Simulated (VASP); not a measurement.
SiC3:

```
Si C
1.0
     3.35985    0.00000    0.00000
     0.00000    3.35985    0.00000
     0.00000    0.00000    4.75155
Si C
1 3
Direct
  0.00000 0.00000 0.50000
  0.50000 0.50000 0.00000
  0.50000 0.00000 0.75000
  0.00000 0.50000 0.25000
```

* Program: VASP 6.6.1
* Task: relaxation of cell and atoms
* Functional: PBE
* Potentials or basis: VASP PAW PBE potentials, release 64 (Si, C)
* Cutoff: 600 eV
* k mesh: 6 × 6 × 4
* Occupations: gaussian, width 0.1 eV
* Spin: no spin polarisation

At the start: pressure -45.3 GPa; volume 13.41 Å³/atom.

Question: How do energy, volume and symmetry change on relaxing?

Answer: Over 11 steps the energy falls by 1258.7 meV/atom and the volume is 8.07 Å³/atom (-39.8 %); space group P-4m2 (No. 115, to 0.05 Å).

The path:
| step | energy change (eV) | largest force (eV/Å) | pressure (GPa) | volume (Å³) |
| --- | --- | --- | --- | --- |
| 1 | 0.0000 | 0.8928 | -45.25 | 53.64 |
| 2 | -3.9616 | 5.7775 | 46.46 | 29.28 |
| 3 | -4.4397 | 4.4333 | 2.85 | 33.26 |
| 4 | -4.4495 | 4.1001 | 21.16 | 30.14 |
| 5 | -4.9386 | 0.4226 | 8.30 | 31.61 |
| 6 | -5.0105 | 0.3224 | -7.67 | 33.22 |
| 7 | -5.0217 | 0.1404 | -3.68 | 32.78 |
| 8 | -5.0331 | 0.2096 | 0.29 | 32.27 |
| 9 | -5.0342 | 0.1283 | -0.65 | 32.39 |
| 10 | -5.0347 | 0.0499 | 0.35 | 32.25 |
| 11 | -5.0348 | 0.0044 | 0.05 | 32.29 |

Final structure:
```
CELL_PARAMETERS angstrom
2.80335 0.00000 0.00000
0.00000 2.80335 0.00000
0.00000 0.00000 4.10912
ATOMIC_POSITIONS crystal
Si 0.00000 0.00000 0.50000
C 0.50000 0.50000 0.00000
C 0.50000 0.00000 0.78790
C 0.00000 0.50000 0.21209
```

Caveat: the volume moved by over 15 % at a fixed basis, so the end points are rough.
